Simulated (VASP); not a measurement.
Nd2GeB:

```
Nd Ge B
1.0
     5.17839    0.00000    0.00000
    -2.58920    4.48462    0.00000
     0.00000    0.00000    3.77219
Nd Ge B
2 1 1
Direct
  0.33333 0.66667 0.00000
  0.66667 0.33333 0.00000
  0.00000 0.00000 0.00000
  0.00000 0.00000 0.50000
```

The cell was generated, and may not be a known phase.

```yaml
Program: VASP 6.6.1
Task: relaxation of cell and atoms
Functional: PBE
Potentials_or_basis: VASP PAW PBE potentials, release 64 (Nd, Ge_d, B)
Cutoff: 600 eV
k_mesh: 6 × 6 × 4
Occupations: gaussian, width 0.1 eV
Spin: no spin polarisation
```

At the start: pressure -2.6 GPa; volume 21.90 Å³/atom.

Problem. How do energy, volume and symmetry change on relaxing?

Solution. Over 3 steps the energy falls by 47.2 meV/atom and the volume is 20.84 Å³/atom (-4.9 %); space group P6/mmm (No. 191, to 0.1 Å) before and after.

The path:
| step | energy change (eV) | largest force (eV/Å) | pressure (GPa) | volume (Å³) |
| --- | --- | --- | --- | --- |
| 1 | 0.0000 | 0.0000 | -2.58 | 87.60 |
| 2 | -0.1878 | 0.0000 | 0.30 | 83.05 |
| 3 | -0.1888 | 0.0000 | 0.04 | 83.34 |

Final structure:
```
Nd Ge B
1.0
     4.97604    0.00000    0.00000
    -2.48802    4.30938    0.00000
     0.00000    0.00000    3.88647
Nd Ge B
2 1 1
Direct
  0.33333 0.66667 0.00000
  0.66667 0.33333 0.00000
  0.00000 0.00000 0.00000
  0.00000 0.00000 0.50000
```

Caveat: the k points lie up to 0.40 Å⁻¹ apart in the final cell, too coarse for converged energies and pressures of a metal; the highest band is partly filled, so the run has too few bands; an odd number of electrons without spin polarisation forces a metal; a magnetic or distorted state may lie lower; semilocal functionals describe open f shells poorly, which spoils levels, moments and volumes.
